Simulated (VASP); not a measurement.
# MoS2 (P-3m1) in VASP: single point with HSE06

Aim: the single point of MoS2 with HSE06.

Everything below comes from runs of VASP 6.6.1. Logs are shortened: lines on timing, memory, paths and dates and some standing lists are left out, and cuts for length are marked.

### 1 The cell of the first run

It takes space group P-3m1 (No. 164, trigonal). The conventional cell has a = 3.227 Å, b = 3.227 Å, c = 6.312 Å, α = 90.00°, β = 90.00°, γ = 120.00°. Mo (site symmetry -3m) has 6 S at 2.42 Å and 6 Mo at 3.23 Å within 3.3 Å. Within 3.3 Å of S (site symmetry 3m) lie 3 Mo at 2.42 Å and 6 S at 3.23 Å.

### 2 Single point, HSE06

Contents of POSCAR:

```
MoS2
1.0
    3.2274645616      0.0000000000      0.0000000000
   -1.6137322808      2.7950663001      0.0000000000
    0.0000000000      0.0000000000      6.3124734200
Mo S
1 2
Direct
    0.0000000000      0.0000000000      0.5000000000
    0.6666666667      0.3333333333      0.7446806800
    0.3333333333      0.6666666667      0.2553193200
```

Contents of INCAR.step1:

```
SYSTEM = MoS2
  PREC = Accurate
  ENCUT = 520
  EDIFF = 1E-5
  ISMEAR = -1
  SIGMA = 0.05
  LREAL = .False.
  LASPH = .True.
  NELM = 80
  ALGO = Normal
  ISIF = 2
  LWAVE = .True.
  GGA = PE
  NBANDS = 20
```

Contents of INCAR.step2:

```
SYSTEM = MoS2
  PREC = Accurate
  ENCUT = 520
  EDIFF = 1E-7
  ISMEAR = -1
  SIGMA = 0.05
  LREAL = .False.
  LASPH = .True.
  NELM = 80
  ALGO = Normal
  ISIF = 2
  LWAVE = .False.
  LCHARG = .True.
  GGA = PE
  LHFCALC = .True.
  HFSCREEN = 0.2079
  PRECFOCK = Normal
  LELF = .True.
  LVHAR = .True.
  ISTART = 1
  NBANDS = 20
```

Contents of KPOINTS:

```
Automatic mesh
0
Gamma
  5 5 2
  0 0 0
```

Potentials or basis: VASP PAW PBE potentials, release 64 (Mo_sv, S).

On the command line:

```bash
$ cat potpaw_PBE.64/Mo_sv/POTCAR potpaw_PBE.64/S/POTCAR > POTCAR
$ cp INCAR.step1 INCAR
$ mpirun -np 1 vasp_std > vasp.out
$ cp INCAR.step2 INCAR
$ mpirun -np 1 vasp_std > vasp.out
```

OUTCAR:

```text
SYSTEM = MoS2
   PREC = Accurate
   ENCUT = 520
   EDIFF = 1E-7
   ISMEAR = -1
   LREAL = .False.
   LASPH = .True.
   NELM = 80
   ISIF = 2
   GGA = PE
   LHFCALC = .True.
   HFSCREEN = 0.2079
   PRECFOCK = Normal
   ISTART = 1

 ion  position               nearest neighbor table
   1  0.000  0.000  0.500-   2 2.42   3 2.42   3 2.42   2 2.42   2 2.42   3 2.42
   2  0.667  0.333  0.745-   1 2.42   1 2.42   1 2.42
   3  0.333  0.667  0.255-   1 2.42   1 2.42   1 2.42

  LATTYP: Found a hexagonal cell.
 ALAT       =     3.2274645616
 C/A-ratio  =     1.9558614199

  Lattice vectors:

 A1 = (   3.2274645616,   0.0000000000,   0.0000000000)
 A2 = (  -1.6137322808,   2.7950663001,   0.0000000000)
 A3 = (   0.0000000000,   0.0000000000,   6.3124734200)

Analysis of symmetry for initial positions (statically):
=====================================================================
 Subroutine PRICEL returns:
 Original cell was already a primitive cell.

 Routine SETGRP: Setting up the symmetry group for a
 hexagonal supercell.

 Subroutine GETGRP returns: Found 12 space group operations
 (whereof 12 operations were pure point group operations)
 out of a pool of 24 trial point group operations.

The static configuration has the point symmetry D_3d.

Analysis of symmetry for dynamics (positions and initial velocities):
=====================================================================
 Subroutine PRICEL returns:
 Original cell was already a primitive cell.

 Routine SETGRP: Setting up the symmetry group for a
 hexagonal supercell.

 Subroutine GETGRP returns: Found 12 space group operations
 (whereof 12 operations were pure point group operations)
 out of a pool of 24 trial point group operations.

The dynamic configuration has the point symmetry D_3d.

 Subroutine INISYM returns: Found 12 space group operations
 (whereof 12 operations are pure point group operations),
 and found     1 'primitive' translations

----------------------------------------------------------------------------------------

                                     Primitive cell

  volume of cell :      56.9447

  direct lattice vectors                    reciprocal lattice vectors
     3.227464562  0.000000000  0.000000000     0.309840737  0.178886633  0.000000000
    -1.613732281  2.795066300  0.000000000     0.000000000  0.357773266  0.000000000
     0.000000000  0.000000000  6.312473420     0.000000000  0.000000000  0.158416509

  length of vectors
     3.227464562  3.227464562  6.312473420     0.357773266  0.357773266  0.158416509

  position of ions in fractional coordinates (direct lattice)
     0.000000000  0.000000000  0.500000000
     0.666666667  0.333333333  0.744680680
     0.333333333  0.666666667  0.255319320

  ion indices of the primitive-cell ions
   primitive index   ion index
                 1           1
                 2           2
                 3           3

----------------------------------------------------------------------------------------

 KPOINTS: Automatic mesh

Automatic generation of k-mesh.
 Grid dimensions read from file:
 generate k-points for:    5    5    2

 Generating k-lattice:

  Cartesian coordinates                     Fractional coordinates (reciprocal lattice)
     0.061968147  0.035777327  0.000000000     0.200000000  0.000000000  0.000000000
     0.000000000  0.071554653  0.000000000     0.000000000  0.200000000  0.000000000
     0.000000000  0.000000000  0.079208254     0.000000000  0.000000000  0.500000000

  Length of vectors
     0.071554653  0.071554653  0.079208254

  Shift w.r.t. Gamma in fractional coordinates (k-lattice)
     0.000000000  0.000000000  0.000000000

 Subroutine IBZKPT returns following result:
 ===========================================

 Found     10 irreducible k-points:

 Following reciprocal coordinates:
            Coordinates               Weight
  0.000000  0.000000  0.000000      1.000000
  0.200000 -0.000000  0.000000      6.000000
  0.400000  0.000000  0.000000      6.000000
  0.200000  0.200000  0.000000      6.000000
  0.400000  0.200000  0.000000      6.000000
  0.000000  0.000000  0.500000      1.000000
  0.200000 -0.000000  0.500000      6.000000
  0.400000  0.000000  0.500000      6.000000
  0.200000  0.200000  0.500000      6.000000
  0.400000  0.200000  0.500000      6.000000
   k-points           NKPTS =     10   k-points in BZ     NKDIM =     50   number of bands    NBANDS=     20
   number of dos      NEDOS =    301   number of ions     NIONS =      3
   total plane-waves  NPLWV =  27648
   dimension x,y,z NGX =    24 NGY =   24 NGZ =   48
   dimension x,y,z NGXF=    48 NGYF=   48 NGZF=   96
   ions per type =               1   2
   NGX,Y,Z   is equivalent  to a cutoff of  12.36, 12.36, 12.64 a.u.
   NGXF,Y,Z  is equivalent  to a cutoff of  24.72, 24.72, 25.28 a.u.
 SYSTEM =  MoS2
   PREC   = accura    normal or accurate (medium, high low for compatibility)
   ISTART =      1    job   : 0-new  1-cont  2-samecut
   ICHARG =      0    charge: 1-file 2-atom 10-const
   ISPIN  =      1    spin polarized calculation?
   LNONCOLLINEAR =      F non collinear calculations
   LSORBIT =      F    spin-orbit coupling
   LASPH  =      T    aspherical Exc in radial PAW
   ENCUT  =  520.0 eV  38.22 Ry    6.18 a.u.   6.00  6.00 11.74*2*pi/ulx,y,z
   NELM   =     80;   NELMIN=  2; NELMDL=  0     # of ELM steps
   EDIFF  = 0.1E-06   stopping-criterion for ELM
   LREAL  =      F    real-space projection
   EDIFFG = 0.1E-05   stopping-criterion for IOM
   NSW    =      0    number of steps for IOM
   IBRION =     -1    ionic relax: 0-MD 1-quasi-New 2-CG
   NFREE  =      0    steps in history (QN), initial steepest desc. (CG)
   ISIF   =      2    stress and relaxation
   ISYM   =      3    0-nonsym 1-usesym 2-fastsym
   POTIM  = 0.5000    time-step for ionic-motion
   TEBEG  =    0.0;   TEEND  =   0.0 temperature during run
   PSTRESS=    0.0 pullay stress
   NELECT =      26.0000    total number of electrons
   NUPDOWN=      -1.0000    fix difference up-down
   EMIN   =  10.00;   EMAX   =-10.00  energy-range for DOS
   EFERMI =   0.00;   METHOD = LEGACY
   ISMEAR =    -1;   SIGMA  =   0.05  broadening in eV -4-tet -1-fermi 0-gaus
   EFERMI_NEDOS =   21; number of points for ismear=-14 and -15
   IALGO  =     38    algorithm
   IMIX   =      1    mixing-type and parameters
     AMIX     =   0.40;   BMIX     =  1.00
     AMIX_MAG =   1.60;   BMIX_MAG =  1.00
  volume/ion in A,a.u.               =      18.98       128.09
  Fermi-wavevector in a.u.,A,eV,Ry     =   1.260612  2.382212 21.621610  1.589144
  Thomas-Fermi vector in A             =   2.394113
   LORBIT       =      0    0 simple, 1 ext, 2 COOP (PROOUT), +10 PAW based schemes
   GGA     = PE    functional components
   LHFCALC =     T    Hartree Fock is set to
   PRECFOCK=normal    Normal, Fast or Accurate (Low or Medium for compatibility)
   ENCUT4O =  -1.0   cutoff for four orbital integrals eV
   NKREDX  =     1    reduce k-point grid by
   NKREDY  =     1    reduce k-point grid by
   NKREDZ  =     1    reduce k-point grid by
   AEXX    =    0.2500 exact exchange contribution
   HFSCREEN=    0.2079 screening length (either q_TF or 0.3 A-1)
   HFSCREENC=   0.2079 screening length for correlation (either q_TF or 0.3 A-1)
   ENCUTFOCK=  -1.0 apply spherical cutoff to Coloumb kernel
   IVDW    =     0    specifies the selected vdW correction
   LEPSILON=     F    determine dielectric tensor
   LRPA    =     F    only Hartree local field effects (RPA)
 non-spin polarized calculation
  energy-cutoff  :      520.00
  volume of cell :       56.94
 maximum number of plane-waves:      1546
  NGX = 20; NGY = 20; NGZ = 40

 number of electron      26.0000001 magnetization

 Free energy of the ion-electron system (eV)
  ---------------------------------------------------
  ext. energy  EPLUGINS =         0.00000000
  ---------------------------------------------------
  free energy    TOTEN  =       -25.08026138 eV

  energy without entropy =      -25.06978908  energy(sigma->0) =      -25.07502523

 E-fermi :   6.5827     XC(G=0):  -8.6287

 val. band max:        6.3403082911   @ k =   0.2000   0.2000   0.5000
 cond. band min:       6.5947837234   @ k =   0.4000   0.2000   0.0000
 fundamental gap:      0.2544754323
 Fermi energy:         6.5827261331

 k-point     1 :       0.0000    0.0000    0.0000
  band No.  band energies     occupation
      1     -59.3043      2.00000
      2     -31.8987      2.00000
      3     -31.8501      2.00000
      4     -31.8501      2.00000
      5      -9.9013      2.00000
      6      -8.2951      2.00000
[... 12 lines left out ...]
     19      13.6995      0.00000
     20      17.1642      0.00000

 k-point     2 :       0.2000   -0.0000    0.0000
  band No.  band energies     occupation
      1     -59.2911      2.00000
      2     -31.9916      2.00000
      3     -31.8835      2.00000
      4     -31.8724      2.00000
      5      -9.2743      2.00000
      6      -8.1675      2.00000
[... 12 lines left out ...]
     19      15.2245      0.00000
     20      16.4467      0.00000

 k-point     3 :       0.4000    0.0000    0.0000
  band No.  band energies     occupation
      1     -59.2697      2.00000
      2     -32.2124      2.00000
      3     -31.9379      2.00000
      4     -31.8287      2.00000
      5      -8.2376      2.00000
      6      -7.6691      2.00000
[... 12 lines left out ...]
     19      14.3189      0.00000
     20      15.4583      0.00000

 k-point     4 :       0.2000    0.2000    0.0000
  band No.  band energies     occupation
      1     -59.2738      2.00000
      2     -32.1352      2.00000
      3     -31.9639      2.00000
      4     -31.8371      2.00000
      5      -8.2985      2.00000
      6      -7.9634      2.00000
[... 107 lines left out ...]
 k-point     9 :       0.2000    0.2000    0.5000
  band No.  band energies     occupation
      1     -59.2738      2.00000
      2     -32.1351      2.00000
      3     -31.9638      2.00000
      4     -31.8374      2.00000
      5      -8.1397      2.00000
      6      -8.1263      2.00000
[... 12 lines left out ...]
     19      15.8570      0.00000
     20      16.2892      0.00000

 k-point    10 :       0.4000    0.2000    0.5000
  band No.  band energies     occupation
      1     -59.2632      2.00000
      2     -32.2019      2.00000
      3     -32.0333      2.00000
      4     -31.8153      2.00000
      5      -7.9187      2.00000
      6      -7.4147      2.00000
[... 12 lines left out ...]
     19      14.8001      0.00000
     20      16.6278      0.00000

------------------------ aborting loop because EDIFF is reached ----------------------------------------

  FORCE on cell =-STRESS in cart. coord.  units (eV):
  Direction    XX          YY          ZZ          XY          YZ          ZX
  --------------------------------------------------------------------------------------
  -------------------------------------------------------------------------------------
  Total       -1.2239305     -1.2239305     -1.1219058     -0.0000000      0.0000000      0.0000000
  in kB      -34.4361163    -34.4361163    -31.5655840     -0.0000000      0.0000000      0.0000000
  external PRESSURE =     -33.4792722 kB  Pullay stress =       0.0000000 kB

 VOLUME and BASIS-vectors are now :
 -----------------------------------------------------------------------------
  energy-cutoff  :      520.00
  volume of cell :       56.94
      direct lattice vectors                 reciprocal lattice vectors
     3.227464562  0.000000000  0.000000000     0.309840737  0.178886633  0.000000000
    -1.613732281  2.795066300  0.000000000     0.000000000  0.357773266  0.000000000
     0.000000000  0.000000000  6.312473420     0.000000000  0.000000000  0.158416509

 POSITION                                       TOTAL-FORCE (eV/Angst)
 -----------------------------------------------------------------------------------
      0.00000      0.00000      3.15624         0.000000      0.000000      0.000000
      1.61373      0.93169      4.70078        -0.000000     -0.000000     -0.378319
     -0.00000      1.86338      1.61170        -0.000000      0.000000      0.378319
 -----------------------------------------------------------------------------------
    total drift:                               -0.000000      0.000000      0.000000

  FREE ENERGIE OF THE ION-ELECTRON SYSTEM (eV)
  ---------------------------------------------------
  free  energy   TOTEN  =       -25.0802613848 eV

  energy  without entropy=      -25.0697890806  energy(sigma->0) =      -25.07502523
```

Run time: 20 min. Hardware: 1 thread of AMD EPYC 7R43 (Zen 3), shared host; peak memory 0.26 GiB.

What came out:

| Item | Value |
| --- | --- |
| Free energy | -25.0803 eV |
| Pressure | -3.3 GPa |
| Largest force | 0.378 eV/Å |
| Band gap on the k mesh | zero (bands 13 and 14 overlap by 0.38 eV) |

Forces in eV/Å, atoms in the order of the input:
```
Mo   0.000  0.000  0.000
S    0.000  0.000 -0.378
S    0.000  0.000  0.378
```

Stress tensor (GPa, compression positive):
```
-3.44  0.00  0.00
 0.00 -3.44  0.00
 0.00  0.00 -3.16
```

Caveat: the k points lie up to 0.50 Å⁻¹ apart; the PAW data sets were made with another functional, which shifts forces and pressure a little; this functional lacks dispersion, which binds the layers, so the pressure and a relaxed spacing across them are unreliable.
